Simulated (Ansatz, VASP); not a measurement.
One calculation of LaZn, two programs

```
La Zn
1.0
     3.64604    0.00000    0.00000
     0.00000    3.64604    0.00000
     0.00000    0.00000    3.64604
La Zn
1 1
Direct
  0.50000 0.50000 0.50000
  0.00000 0.00000 0.00000
```

Alike in both runs: task single point; functional LDA; k mesh 10 × 10 × 10; occupations fermi-dirac, width 0.08 eV; no spin polarisation.

|  | VASP | Ansatz |
| --- | --- | --- |
| version | VASP 6.6.1 | Ansatz 0.2.0 |
| potentials or method | VASP PAW LDA potentials, release 64 (La, Zn), cutoff 520 eV | all-electron LAPW, scalar-relativistic |

|  | VASP | Ansatz | Ansatz less VASP |
| --- | --- | --- | --- |
| pressure (GPa) | 0.0 | 0.0 | -0.01 |

LDA's correlation is that of Perdew and Zunger in VASP and of Perdew and Wang (1992) in Ansatz. Ansatz ran all-electron here, and VASP with PAW potentials. Ansatz's warnings: optics on partly filled bands.

Spin-orbit coupling is off throughout.
